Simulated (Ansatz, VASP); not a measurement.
**One calculation of ZnS, two programs**

File INCAR:

```
PREC = Accurate
ENCUT = 520
EDIFF = 1E-8
ISMEAR = -1
SIGMA = 0.01
LREAL = False
LASPH = True
NELM = 100
ALGO = Normal
ISIF = 2
LWAVE = False
LCHARG = False
GGA = PS
LEFG = True
NBANDS = 16
```

KPOINTS

```
regular mesh
0
Gamma
  8 8 8
```

POSCAR

```
ZnS
1.0
    0.0270465000      2.7181732500      2.7181732500
    2.7181732500      0.0270465000      2.7181732500
    2.7181732500      2.7181732500      0.0270465000
Zn S
1 1
Direct
    0.0000000000      0.0000000000      0.0000000000
    0.7500000000      0.7500000000      0.7500000000
```

Input for Ansatz:

```yaml
crystal:
  lattice:
    - [0.0270465, 2.71817325, 2.71817325]
    - [2.71817325, 0.0270465, 2.71817325]
    - [2.71817325, 2.71817325, 0.0270465]
  atoms:
    - { symbol: Zn, position: [0.0, 0.0, 0.0] }
    - { symbol: S, position: [0.75, 0.75, 0.75] }
kpoints:
  mp_grid: { grid: [8, 8, 8] }
scf:
  occupations: { method: fermi_dirac, width: 0.01 }
hamiltonian:
  xc: pbesol
  pseudopotentials: { kind: all_electron, datasets: crystal }
output:
  forces: true
  stress: true
  eigenvalues: true
  efg: { contact_densities: true }
```

Change from the starting cell: equal xy, yz and zx shear strains of +1 %, crystal datasets.

Alike in both runs: task electric field gradients; functional PBEsol; k mesh 8 × 8 × 8; occupations fermi-dirac, width 0.01 eV; no spin polarisation.

```csv
,VASP,Ansatz
version,VASP 6.6.1,Ansatz 0.2.0
potentials or method,"VASP PAW PBE potentials, release 64 (Zn, S), cutoff 520 eV","all-electron PAW with datasets made for the crystal, scalar-relativistic"
```

```tsv
	VASP	Ansatz	Ansatz less VASP
gap on the k mesh at the Fermi level (eV)	1.94	1.94	-0.002
pressure (GPa)	-2.0	-2.1	-0.18
traceless stress, the component that is largest in VASP (GPa)	-0.65	-0.64	+0.006
rms of the force components (eV/Å)	0.047	0.047	-0.0008
size of Vzz on the site where it differs most (V/Å²)	6.3	5.8	-0.42
```

VASP's potentials were made for PBE, not for PBEsol. Atom by atom the forces differ by 0.001 eV/Å (rms over components). Ansatz ran all-electron here, and VASP with PAW potentials.
